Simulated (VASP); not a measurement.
Ga4SiN4, 9 atoms in the cell. The cell holds a slab with vacuum, 9 atoms: a = 3.219 Å, b = 3.219 Å, c = 24.028 Å, α = 90.00°, β = 90.00°, γ = 120.00°. 

- Program: VASP 6.6.1
- Task: single point
- Functional: PBE
- Potentials or basis: VASP PAW PBE potentials, release 64 (N, Ga_d, Si)
- Cutoff: 520 eV
- k mesh: 9 × 9 × 1
- Occupations: gaussian, width 0.05 eV
- Spin: collinear spin
- Starting moments: [0.0, 0.0, 0.0, 0.0, 0.0, 0.0, 0.0, 0.0, 2.0] μB
- Dipole correction: yes
- Further INCAR settings: ALGO = Normal; EDIFF = 1e-06; NBANDS = 52

Potentials or basis: VASP PAW PBE potentials, release 64 (N, Ga_d, Si).

Command:

```console
$ cat potpaw_PBE.64/N/POTCAR potpaw_PBE.64/Ga_d/POTCAR potpaw_PBE.64/Si/POTCAR > POTCAR
$ mpirun -np 1 vasp_std > vasp.out
```

Hardware: 1 thread of Intel(R) Xeon(R) 6975P-C (Granite Rapids), with other jobs on the host.

Question: Estimate the wall time of this run.

Answer: It took 31 min on 1 thread of Intel(R) Xeon(R) 6975P-C (Granite Rapids), on a shared host, peak memory 0.63 GiB. Counts: scf iterations 83, k points 25.
